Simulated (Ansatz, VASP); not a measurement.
# Mg5Se2 in VASP and in Ansatz

```
Mg Se
1.0
    -1.82478    1.82478   11.72513
     1.82478   -1.82478   11.72513
     1.82478    1.82478  -11.72513
Mg Se
5 2
Direct
  0.42580 0.42580 0.00000
  0.71082 0.71082 0.00000
  0.28918 0.28918 0.00000
  0.57420 0.57420 0.00000
  0.00000 0.00000 0.00000
  0.87773 0.87773 0.00000
  0.12227 0.12227 0.00000
```

Alike in both runs: functional PBE; k mesh 7 × 7 × 7; occupations gaussian, width 0.2 eV; no spin polarisation.

Ansatz relaxed the structure, and its values are those at the end. VASP's run is a single point on that final structure, the one shown.

|  | VASP | Ansatz |
| --- | --- | --- |
| version | VASP 6.6.1 | Ansatz 0.2.0 |
| potentials or method | VASP PAW PBE potentials, release 64 (Mg, Se), cutoff 520 eV | scalar-relativistic, plane waves, PAW |
| valence electrons in the cell | 22 | 82 |

|  | VASP | Ansatz | Ansatz less VASP |
| --- | --- | --- | --- |
| gap on the k mesh at the Fermi level (eV) | none | none | - |
| pressure (GPa) | -0.7 | -0.6 | +0.11 |
| rms of the force components (eV/Å) | 0.023 | 0.021 | -0.0018 |

A gap of «none» marks a metal or a gap that the smearing closes. VASP's potentials hold 22 valence electrons a cell and Ansatz's 82, so a difference there can come from the potentials and not from the codes.
